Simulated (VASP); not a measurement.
RuSeS, 3 atoms in the cell. The cell holds a sheet with vacuum, 3 atoms: a = 3.559 Å, b = 3.559 Å, c = 30.126 Å, α = 90.00°, β = 90.00°, γ = 120.00°. 

* Program: VASP 6.6.1
* Task: single point
* Functional: PBE
* Potentials or basis: VASP PAW PBE potentials, release 64 (Ru_pv, Se, S)
* Cutoff: 520 eV
* k mesh: 6 × 6 × 1
* Occupations: gaussian, width 0.1 eV
* Spin: collinear spin, ferromagnetic start
* Starting moments: [1.0, 0.0, 0.0] μB
* Dipole correction: yes
* Further INCAR settings: ALGO = Normal; EDIFF = 1e-06; NBANDS = 24

Potentials or basis: VASP PAW PBE potentials, release 64 (Ru_pv, Se, S).

Launch:

```bash
$ cat potpaw_PBE.64/Ru_pv/POTCAR potpaw_PBE.64/Se/POTCAR potpaw_PBE.64/S/POTCAR > POTCAR
$ mpirun -np 1 vasp_std > vasp.out
```

Hardware: 1 thread of Oxide Virtual Turin-like Processor, on a shared host.

Task: How long does it take, and how much memory?

Result: Run time: 10 min on 1 thread of Oxide Virtual Turin-like Processor, on a shared host, peak memory 0.58 GiB. Counts: scf iterations 34, k points 7.
